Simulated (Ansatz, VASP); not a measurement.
# One calculation of C, two programs

The input INCAR:

```
  PREC = Accurate
  ENCUT = 520
  EDIFF = 1E-6
  ISMEAR = -1
  SIGMA = 0.05
  LREAL = False
  LASPH = True
  NELM = 100
  ALGO = Normal
  ISIF = 2
  LWAVE = False
  LCHARG = False
  GGA = PS
  NBANDS = 16
```

File KPOINTS:

```
regular mesh
0
Gamma
  14 14 4
```

POSCAR

```
C
1.0
    2.4257126531      0.0000000000      0.0000000000
   -1.2128563266      2.1007287799      0.0000000000
    0.0000000000      0.0000000000      7.0791761716
C
4
Direct
    1.0000000000      1.0000000000      0.2500000000
    0.0000000000      0.0000000000      0.7500000000
    0.3333333333      0.6666666667      0.2500000000
    0.6666666667      0.3333333333      0.7500000000
```

Input for Ansatz:

```yaml
crystal:
  lattice:
    - [2.425712708, 0.0, 0.0]
    - [-1.212856354, 2.1007288274, 0.0]
    - [0.0, 0.0, 7.0791785517]
  atoms:
    - { symbol: C, position: [0.0, 0.0, 0.25] }
    - { symbol: C, position: [1.0, 1.0, 0.75] }
    - { symbol: C, position: [0.3333333333, 0.6666666667, 0.25] }
    - { symbol: C, position: [0.6666666667, 0.3333333333, 0.75] }
hamiltonian:
  xc: pbesol
  pseudopotentials:
    kind: paw
    azcp:
      C: "pseudopotentials/C.paw.azcp"
basis:
  ecutwfc: 420
  fft_grid_basis: typed
kpoints:
  mp_grid: { grid: [14, 14, 4], shift: [0, 0, 0] }
magnetization:
  spin_polarized: false
scf:
  occupations: { method: fermi_dirac, width: 0.05 }
output:
  stress: true
```

Alike in both runs: task single point; functional PBEsol; k mesh 14 × 14 × 4; occupations fermi-dirac, width 0.05 eV; no spin polarisation.

```csv
,VASP,Ansatz
version,VASP 6.6.1,Ansatz 0.2.0
potentials or method,"VASP PAW PBE potentials, release 64 (C), cutoff 520 eV","plane waves (420 eV) with PAW, scalar-relativistic"
valence electrons in the cell,16,16
```

Ansatz gave:

* pressure (GPa): 11.5
* traceless stress, the component that is largest in VASP (GPa): -11.28

Q: Which values does VASP return?

A: Pressure (GPa): 12.2; traceless stress, the component that is largest in VASP (GPa): -12.05.

VASP's potentials were made for PBE, not for PBEsol, and Ansatz warns of the same on its side.
